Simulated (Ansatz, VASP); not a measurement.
# One calculation of BP, two programs

File INCAR:

```
  PREC = Accurate
  ENCUT = 520
  EDIFF = 1E-6
  ISMEAR = 0
  SIGMA = 0.05
  LREAL = F
  LASPH = T
  NELM = 60
  ALGO = Normal
  ISIF = 2
  LWAVE = F
  LCHARG = F
  GGA = PS
  NBANDS = 11
```

Contents of KPOINTS:

```
Automatic mesh
0
Gamma
  8 8 8
```

The input POSCAR:

```
BP
1.0
    0.0000000000      2.2449815000      2.2449815000
    2.2449815000      0.0000000000      2.2449815000
    2.2449815000      2.2449815000      0.0000000000
B P
1 1
Direct
    0.0000000000      0.0000000000      0.0000000000
    0.7500000000      0.7500000000      0.7500000000
```

Input for Ansatz:

```yaml
crystal:
  lattice:
    - [0.0, 2.2449815, 2.2449815]
    - [2.2449815, 0.0, 2.2449815]
    - [2.2449815, 2.2449815, 0.0]
  atoms:
    - { symbol: B, position: [0.0, 0.0, 0.0] }
    - { symbol: P, position: [0.75, 0.75, 0.75] }
basis:
  ecutwfc: 420
  ecutrho_ratio: 4
kpoints:
  mp_grid: { grid: [8, 8, 8] }
hamiltonian:
  xc: pbesol
scf:
  occupations: { method: gaussian, width: 0.05 }
output:
  forces: true
  stress: true
  eigenvalues: true
```

Alike in both runs: task single point; functional PBEsol; k mesh 8 × 8 × 8; occupations gaussian, width 0.05 eV; no spin polarisation.

|  | VASP | Ansatz |
| --- | --- | --- |
| version | VASP 6.6.1 | Ansatz 0.2.0 |
| potentials or method | VASP PAW PBE potentials, release 64 (B, P), cutoff 520 eV | scalar-relativistic, plane waves, PAW |
| valence electrons in the cell | 8 | 8 |

|  | VASP | Ansatz | Ansatz less VASP |
| --- | --- | --- | --- |
| gap on the k mesh at the Fermi level (eV) | 1.13 | 1.13 | +0.004 |
| least direct gap on the mesh (eV) | 3.41 | 3.41 | +0.006 |
| pressure (GPa) | 3.7 | 3.6 | -0.10 |

VASP's potentials were made for PBE, not for PBEsol. With one functional, cell and mesh, what is left measures potentials, basis and numerics.
